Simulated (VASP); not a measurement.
Input of a VASP 6.6.1 run:

POSCAR

```
Si2Mo
1.0
   -1.6018812136      1.6018812136      3.9212716889
    1.6018812136     -1.6018812136      3.9212716889
    1.6018812136      1.6018812136     -3.9212716889
Si Mo
2 1
Direct
    0.3351230337      0.3351230337      0.0000000000
    0.6648769663      0.6648769663      0.0000000000
    0.0000000000      0.0000000000      0.0000000000
```

File INCAR.step1:

```
PREC = Accurate
ENCUT = 600
ISMEAR = 0
SIGMA = 0.05
LREAL = F
LASPH = T
NELM = 100
GGA = PE
ALGO = Normal
EDIFF = 1E-4
LWAVE = T
LCHARG = F
```

INCAR.step2

```
PREC = Accurate
ENCUT = 600
EDIFF = 1E-6
ISMEAR = 0
SIGMA = 0.05
LREAL = F
LASPH = T
NELM = 100
ALGO = Normal
ISIF = 4
LWAVE = F
LCHARG = F
METAGGA = R2SCAN
LMIXTAU = T
IVDW = 13
VDW_S6 = 1.0
VDW_S8 = 0.6018749
VDW_A1 = 0.51559235
VDW_A2 = 5.77342911
IBRION = 2
NSW = 60
EDIFFG = -0.02
ISTART = 1
```

Contents of KPOINTS:

```
Automatic mesh
0
Gamma
  10 10 10
```

Potentials or basis: VASP PAW PBE potentials, release 64 (Si, Mo_sv).

Launch:

```console
$ cat potpaw_PBE.64/Si/POTCAR potpaw_PBE.64/Mo_sv/POTCAR > POTCAR
$ cp INCAR.step1 INCAR
$ mpirun -np 1 vasp_std > vasp.out
$ cp INCAR.step2 INCAR
$ mpirun -np 1 vasp_std > vasp.out
```

Task: What does it give for the band gap on the k mesh?

Result: Zero (bands 11 and 12 overlap by 1.00 eV).

Task: Predict the dispersion energy per atom.

Result: -0.191 eV.

Final structure:
```
Si Mo
1.0
    -1.60367    1.60367    3.91251
     1.60367   -1.60367    3.91251
     1.60367    1.60367   -3.91251
Si Mo
2 1
Cartesian
  0.0000 0.0000 2.6255
  0.0000 0.0000 5.1995
  1.6037 1.6037 3.9125
```
